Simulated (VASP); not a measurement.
# Mg2Si (Fm-3m) in VASP: a series of runs, part 2 of 2

VASP 6.6.1. The steps go on from the part before.

### Step 4. Single point, LDA

INCAR reads:

```
SYSTEM = Mg2Si
PREC = Accurate
ENCUT = 600
EDIFF = 1E-6
ISMEAR = 1
SIGMA = 0.6
LREAL = .FALSE.
LASPH = .TRUE.
NELM = 120
ALGO = Normal
ISIF = 2
LWAVE = .FALSE.
LCHARG = .FALSE.
GGA = CA
NBANDS = 11
GGA_COMPAT = .FALSE.
```

KPOINTS reads:

```
regular mesh
0
G
  6 6 6
  0 0 0
```

POSCAR reads:

```
Mg2Si
1.0
    0.0000000000      3.1698179195      3.1698179195
    3.1698179195      0.0000000000      3.1698179195
    3.1698179195      3.1698179195      0.0000000000
Mg Si
2 1
Direct
    0.2500000000      0.2500000000      0.2500000000
    0.7500000000      0.7500000000      0.7500000000
    0.0000000000      0.0000000000      0.0000000000
```

Potentials or basis: VASP PAW LDA potentials, release 64 (Mg, Si).

The run is started by

```
$ cat potpaw_LDA.64/Mg/POTCAR potpaw_LDA.64/Si/POTCAR > POTCAR
$ mpirun -np 1 vasp_std > vasp.out
```

OUTCAR:

```text
SYSTEM = Mg2Si
   PREC = Accurate
   ENCUT = 600
   EDIFF = 1E-6
   ISMEAR = 1
   LREAL = .FALSE.
   LASPH = .TRUE.
   NELM = 120
   ISIF = 2
   GGA = CA

 ion  position               nearest neighbor table
   1  0.250  0.250  0.250-   3 2.75   3 2.75   3 2.75   3 2.75   2 3.17   2 3.17   2 3.17   2 3.17
                             2 3.17   2 3.17
   2  0.750  0.750  0.750-   3 2.75   3 2.75   3 2.75   3 2.75   1 3.17   1 3.17   1 3.17   1 3.17
                             1 3.17   1 3.17
   3  0.000  0.000  0.000-   2 2.75   2 2.75   2 2.75   1 2.75   2 2.75   1 2.75   1 2.75   1 2.75

  LATTYP: Found a face centered cubic cell.
 ALAT       =     6.3396358390

  Lattice vectors:

 A1 = (   0.0000000000,   3.1698179195,   3.1698179195)
 A2 = (   3.1698179195,   0.0000000000,   3.1698179195)
 A3 = (   3.1698179195,   3.1698179195,   0.0000000000)

Analysis of symmetry for initial positions (statically):
=====================================================================
 Subroutine PRICEL returns:
 Original cell was already a primitive cell.

 Routine SETGRP: Setting up the symmetry group for a
 face centered cubic supercell.

 Subroutine GETGRP returns: Found 48 space group operations
 (whereof 48 operations were pure point group operations)
 out of a pool of 48 trial point group operations.

The static configuration has the point symmetry O_h .

Analysis of symmetry for dynamics (positions and initial velocities):
=====================================================================
 Subroutine PRICEL returns:
 Original cell was already a primitive cell.

 Routine SETGRP: Setting up the symmetry group for a
 face centered cubic supercell.

 Subroutine GETGRP returns: Found 48 space group operations
 (whereof 48 operations were pure point group operations)
 out of a pool of 48 trial point group operations.

The dynamic configuration has the point symmetry O_h .

 Subroutine INISYM returns: Found 48 space group operations
 (whereof 48 operations are pure point group operations),
 and found     1 'primitive' translations

----------------------------------------------------------------------------------------

                                     Primitive cell

  volume of cell :      63.6990

  direct lattice vectors                    reciprocal lattice vectors
     0.000000000  3.169817919  3.169817919    -0.157737767  0.157737767  0.157737767
     3.169817919  0.000000000  3.169817919     0.157737767 -0.157737767  0.157737767
     3.169817919  3.169817919  0.000000000     0.157737767  0.157737767 -0.157737767

  length of vectors
     4.482799492  4.482799492  4.482799492     0.273209826  0.273209826  0.273209826

  position of ions in fractional coordinates (direct lattice)
     0.250000000  0.250000000  0.250000000
     0.750000000  0.750000000  0.750000000
     0.000000000  0.000000000  0.000000000

  ion indices of the primitive-cell ions
   primitive index   ion index
                 1           1
                 2           2
                 3           3

----------------------------------------------------------------------------------------

 KPOINTS: regular mesh

Automatic generation of k-mesh.
 Grid dimensions read from file:
 generate k-points for:    6    6    6

 Generating k-lattice:

[... 34 lines left out ...]
   k-points           NKPTS =     16   k-points in BZ     NKDIM =     16   number of bands    NBANDS=     11
   number of dos      NEDOS =    301   number of ions     NIONS =      3
   total plane-waves  NPLWV =  46656
   dimension x,y,z NGX =    36 NGY =   36 NGZ =   36
   dimension x,y,z NGXF=    72 NGYF=   72 NGZF=   72
   ions per type =               2   1
   NGX,Y,Z   is equivalent  to a cutoff of  13.35, 13.35, 13.35 a.u.
   NGXF,Y,Z  is equivalent  to a cutoff of  26.70, 26.70, 26.70 a.u.
 SYSTEM =  Mg2Si
   PREC   = accura    normal or accurate (medium, high low for compatibility)
   ISTART =      0    job   : 0-new  1-cont  2-samecut
   ICHARG =      2    charge: 1-file 2-atom 10-const
   ISPIN  =      1    spin polarized calculation?
   LNONCOLLINEAR =      F non collinear calculations
   LSORBIT =      F    spin-orbit coupling
   LASPH  =      T    aspherical Exc in radial PAW
   ENCUT  =  600.0 eV  44.10 Ry    6.64 a.u.   8.95  8.95  8.95*2*pi/ulx,y,z
   NELM   =    120;   NELMIN=  2; NELMDL= -5     # of ELM steps
   EDIFF  = 0.1E-05   stopping-criterion for ELM
   LREAL  =      F    real-space projection
   EDIFFG = 0.1E-04   stopping-criterion for IOM
   NSW    =      0    number of steps for IOM
   IBRION =     -1    ionic relax: 0-MD 1-quasi-New 2-CG
   NFREE  =      0    steps in history (QN), initial steepest desc. (CG)
   ISIF   =      2    stress and relaxation
   ISYM   =      2    0-nonsym 1-usesym 2-fastsym
   POTIM  = 0.5000    time-step for ionic-motion
   TEBEG  =    0.0;   TEEND  =   0.0 temperature during run
   PSTRESS=    0.0 pullay stress
   NELECT =       8.0000    total number of electrons
   NUPDOWN=      -1.0000    fix difference up-down
   EMIN   =  10.00;   EMAX   =-10.00  energy-range for DOS
   EFERMI =   0.00;   METHOD = LEGACY
   ISMEAR =     1;   SIGMA  =   0.60  broadening in eV -4-tet -1-fermi 0-gaus
   EFERMI_NEDOS =   21; number of points for ismear=-14 and -15
   IALGO  =     38    algorithm
   IMIX   =      4    mixing-type and parameters
     AMIX     =   0.40;   BMIX     =  1.00
     AMIX_MAG =   1.60;   BMIX_MAG =  1.00
  volume/ion in A,a.u.               =      21.23       143.29
  Fermi-wavevector in a.u.,A,eV,Ry     =   0.819836  1.549266  9.144907  0.672132
  Thomas-Fermi vector in A             =   1.930712
   LORBIT       =      0    0 simple, 1 ext, 2 COOP (PROOUT), +10 PAW based schemes
   GGA     = CA    functional components
   LHFCALC =     F    Hartree Fock is set to
   AEXX    =    0.0000 exact exchange contribution
   IVDW    =     0    specifies the selected vdW correction
   LEPSILON=     F    determine dielectric tensor
   LRPA    =     F    only Hartree local field effects (RPA)
 non-spin polarized calculation
 Methfessel and Paxton  Order N= 1 SIGMA  =   0.60
  energy-cutoff  :      600.00
  volume of cell :       63.70
 maximum number of plane-waves:      2158
   NGX = 17   NGY = 17   NGZ = 17

 number of electron       8.0000000 magnetization

 Free energy of the ion-electron system (eV)
  ---------------------------------------------------
  ext. energy  EPLUGINS =         0.00000000
  ---------------------------------------------------
  free energy    TOTEN  =       -10.07781092 eV

  energy without entropy =      -10.10381498  energy(sigma->0) =      -10.08647894

 E-fermi :   3.6055     XC(G=0):  -8.9996

 val. band max:        3.5184365442   @ k =   0.0000   0.0000   0.0000
 cond. band min:       3.6749974848   @ k =   0.5000   0.5000   0.0000
 fundamental gap:      0.1565609406
 Fermi energy:         3.6055089618

 k-point     1 :       0.0000    0.0000    0.0000
  band No.  band energies     occupation
      1      -5.6250      2.00000
      2       3.5184      1.24278
      3       3.5184      1.24278
      4       3.5184      1.24278
      5       5.2943     -0.00051
      6       6.0311     -0.00000
      7       6.0311     -0.00000
      8       6.0311     -0.00000
      9       9.1681     -0.00000
     10       9.1681     -0.00000
     11       9.7895     -0.00000
[... 197 lines left out ...]
 k-point    16 :      -0.3333    0.5000    0.1667
  band No.  band energies     occupation
      1      -3.5856      2.00000
      2      -0.5841      2.00000
      3       0.4885      2.00000
      4       0.9740      2.00000
      5       5.2229     -0.00092
      6       5.5727     -0.00004
      7       8.5121     -0.00000
      8       8.6161     -0.00000
      9      11.6204     -0.00000
     10      11.9156     -0.00000
     11      12.1548     -0.00000

------------------------ aborting loop because EDIFF is reached ----------------------------------------

  FORCE on cell =-STRESS in cart. coord.  units (eV):
  Direction    XX          YY          ZZ          XY          YZ          ZX
  --------------------------------------------------------------------------------------
  -------------------------------------------------------------------------------------
  Total       -0.9656571     -0.9656571     -0.9656571     -0.0000000      0.0000000     -0.0000000
  in kB      -24.2884946    -24.2884946    -24.2884946     -0.0000000      0.0000000     -0.0000000
  external PRESSURE =     -24.2884946 kB  Pullay stress =       0.0000000 kB

 VOLUME and BASIS-vectors are now :
 -----------------------------------------------------------------------------
  energy-cutoff  :      600.00
  volume of cell :       63.70
      direct lattice vectors                 reciprocal lattice vectors
     0.000000000  3.169817919  3.169817919    -0.157737767  0.157737767  0.157737767
     3.169817919  0.000000000  3.169817919     0.157737767 -0.157737767  0.157737767
     3.169817919  3.169817919  0.000000000     0.157737767  0.157737767 -0.157737767

 POSITION                                       TOTAL-FORCE (eV/Angst)
 -----------------------------------------------------------------------------------
      1.58491      1.58491      1.58491         0.000000      0.000000     -0.000000
      4.75473      4.75473      4.75473        -0.000000     -0.000000      0.000000
      0.00000      0.00000      0.00000        -0.000000      0.000000      0.000000
 -----------------------------------------------------------------------------------
    total drift:                               -0.000000     -0.000000     -0.000000

  FREE ENERGIE OF THE ION-ELECTRON SYSTEM (eV)
  ---------------------------------------------------
  free  energy   TOTEN  =       -10.0778109202 eV

  energy  without entropy=      -10.1038149848  energy(sigma->0) =      -10.08647894
```

OSZICAR:

```text
N       E                     dE             d eps       ncg     rms          rms(c)
DAV:   1     0.457426682815E+01    0.45743E+01   -0.28353E+03   352   0.590E+02
DAV:   2    -0.994855518000E+01   -0.14523E+02   -0.13123E+02   429   0.701E+01
DAV:   3    -0.106955534764E+02   -0.74700E+00   -0.74290E+00   462   0.125E+01
DAV:   4    -0.107015288593E+02   -0.59754E-02   -0.59742E-02   416   0.135E+00
DAV:   5    -0.107015901215E+02   -0.61262E-04   -0.61261E-04   428   0.144E-01    0.360E+00
DAV:   6    -0.101587952894E+02    0.54279E+00   -0.11237E+00   388   0.351E+00    0.190E+00
DAV:   7    -0.100830984969E+02    0.75697E-01   -0.37875E-01   412   0.216E+00    0.936E-01
DAV:   8    -0.100789205412E+02    0.41780E-02   -0.27348E-02   370   0.717E-01    0.206E-01
DAV:   9    -0.100777876192E+02    0.11329E-02   -0.46082E-03   400   0.253E-01    0.113E-01
DAV:  10    -0.100778220990E+02   -0.34480E-04   -0.18944E-04   419   0.769E-02    0.914E-02
DAV:  11    -0.100778119017E+02    0.10197E-04   -0.20294E-05   421   0.192E-02    0.224E-02
DAV:  12    -0.100778109202E+02    0.98144E-06   -0.34663E-06   370   0.698E-03
   1 F= -.10077811E+02 E0= -.10086479E+02  d E =0.260041E-01
```

stdout:

```text
POSCAR found type information on POSCAR MgSi
 POSCAR found :  2 types and       3 ions
 scaLAPACK will be used
 LDA part: xc-table for (Slater(with rela. corr.)+CA(PZ))
 , standard interpolation
 POSCAR, INCAR and KPOINTS ok, starting setup
 FFT: planning ... GRIDC
 FFT: planning ... GRID_SOFT
 FFT: planning ... GRID
 WAVECAR not read
 entering main loop
```

Wall time 7.8 s (1 thread of AMD EPYC 9R45 (Zen 5), shared host); peak memory 0.14 GiB.

What came out:

```yaml
Free_energy: -10.0778 eV
Pressure: -2.4 GPa
Band_gap_on_the_k_mesh: 0.16 eV, indirect (least direct gap 1.78 eV)
```

A k mesh can miss the band edges.

### Step 5. Single point, PBE

INCAR reads:

```
  PREC = Accurate
  ENCUT = 600
  EDIFF = 1E-6
  ISMEAR = 0
  SIGMA = 0.01
  LREAL = False
  LASPH = True
  NELM = 120
  ALGO = Normal
  ISIF = 2
  LWAVE = False
  LCHARG = False
  GGA = PE
  NBANDS = 11
  GGA_COMPAT = False
```

KPOINTS reads:

```
Automatic mesh
0
Gamma
  6 6 6
```

POSCAR reads:

```
Mg2Si
1.0
    0.0000000000      3.1698179195      3.1698179195
    3.1698179195      0.0000000000      3.1698179195
    3.1698179195      3.1698179195      0.0000000000
Mg Si
2 1
Direct
    0.6970000000      0.2630000000      0.8680000000
    1.1970000000      0.7630000000      1.3680000000
    0.4470000000      0.0130000000      0.6180000000
```

Potentials or basis: VASP PAW PBE potentials, release 64 (Mg, Si).

The run is started by

```
$ cat potpaw_PBE.64/Mg/POTCAR potpaw_PBE.64/Si/POTCAR > POTCAR
$ mpirun -np 1 vasp_std > vasp.out
```

Run time: 9.4 s. Hardware: 1 thread of AMD EPYC 9R45 (Zen 5), shared host; peak memory 0.17 GiB.

The run converged. Its results:

```yaml
Free_energy: -8.8950 eV
Pressure: 0.5 GPa
Band_gap_on_the_k_mesh: 0.19 eV, indirect (least direct gap 1.91 eV)
```

Levels at points of the mesh, in eV from the valence-band top:
```
           k point  band 1  band 2  band 3  band 4  band 5  band 6  band 7  band 8
(0.00, 0.00, 0.00)   -9.14    0.00    0.00    0.00    1.91    2.57    2.57    2.57
(0.50, 0.00, 0.00)   -7.70   -4.78   -0.70   -0.70    1.28    2.55    2.55    5.02
(0.50, 0.50, 0.00)   -7.14   -4.45   -1.95   -1.95    0.19    0.41    7.96    7.96
```

### Step 6. Single point, PBE

This run uses another cell than the first one, of 25.69 Å³/atom, 1.210 times its volume.

INCAR reads:

```
PREC     = Accurate       # precision mode
ENCUT    = 600            # plane-wave cutoff, eV
EDIFF    = 1E-6           # SCF threshold, eV
ISMEAR   = -1             # smearing method
SIGMA    = 0.1            # smearing width, eV
LREAL    = False          # projectors in reciprocal space
LASPH    = True           # aspherical terms in the spheres
NELM     = 120            # most SCF steps
ALGO     = Normal         # electronic algorithm
ISIF     = 2              # what is computed and relaxed
LWAVE    = False          # write WAVECAR
LCHARG   = False          # write CHGCAR
GGA      = PE             # functional
NBANDS   = 11             # bands
GGA_COMPAT= False
```

KPOINTS reads:

```
regular mesh
0
Gamma
  6 6 6
```

POSCAR reads:

```
Mg2Si
1.0
    0.0000000000      3.3777650652      3.3777650652
    3.3777650652      0.0000000000      3.3777650652
    3.3777650652      3.3777650652      0.0000000000
Mg Si
2 1
Direct
    0.2500000000      0.2500000000      0.2500000000
    0.7500000000      0.7500000000      0.7500000000
    0.0000000000      0.0000000000      0.0000000000
```

Potentials or basis: VASP PAW PBE potentials, release 64 (Mg, Si).

The run is started by

```
$ cat potpaw_PBE.64/Mg/POTCAR potpaw_PBE.64/Si/POTCAR > POTCAR
$ mpirun -np 1 vasp_std > vasp.out
```

Wall time 12 s (1 thread of AMD EPYC 9R45 (Zen 5), shared host); peak memory 0.2 GiB.

It converged, with:

| Property | Result |
| --- | --- |
| Free energy | -8.5802 eV |
| Pressure | -6.8 GPa |
| Band gap on the k mesh | 0.13 eV, indirect (least direct gap 0.84 eV) |

Levels at points of the mesh, in eV from the valence-band top:
```
           k point  band 1  band 2  band 3  band 4  band 5  band 6  band 7  band 8
(0.00, 0.00, 0.00)   -8.37    0.00    0.00    0.00    0.84    2.33    2.33    2.33
(0.50, 0.00, 0.00)   -7.25   -4.20   -0.63   -0.63    0.58    2.45    2.45    4.57
(0.50, 0.50, 0.00)   -6.82   -3.99   -1.70   -1.70    0.13    0.39    6.90    6.90
```

### Step 7. Overview

| level | potentials or basis | cell | smearing | gap on the mesh (eV) | pressure (GPa) |
| --- | --- | --- | --- | --- | --- |
| PBE | VASP PAW PBE potentials, release 64 (Mg, Si) | a = 4.483 Å, angles 60.0°, 3 atoms | gaussian 0.1 eV | 0.20 | 0.5 |
| PBE+D3(BJ) | VASP PAW PBE potentials, release 64 (Mg, Si) | a = 4.483 Å, angles 60.0°, 3 atoms | gaussian 0.1 eV | 0.20 | -1.9 |
| LDA | VASP PAW LDA potentials, release 64 (Mg, Si) | a = 4.483 Å, angles 60.0°, 3 atoms | methfessel-paxton 0.6 eV | 0.16 | -2.4 |
| PBE | VASP PAW PBE potentials, release 64 (Mg, Si) | a = 4.483 Å, angles 60.0°, 3 atoms | gaussian 0.01 eV | 0.19 | 0.5 |
| PBE | VASP PAW PBE potentials, release 64 (Mg, Si) | a = 4.777 Å, angles 60.0°, 3 atoms | fermi-dirac 0.1 eV | 0.13 | -6.8 |

Alike in all rows: task single point; no spin polarisation; k mesh 6 × 6 × 6; cutoff (eV) 600.

Total energies depend on the potentials used, so only differences within one code and one set of settings carry meaning.
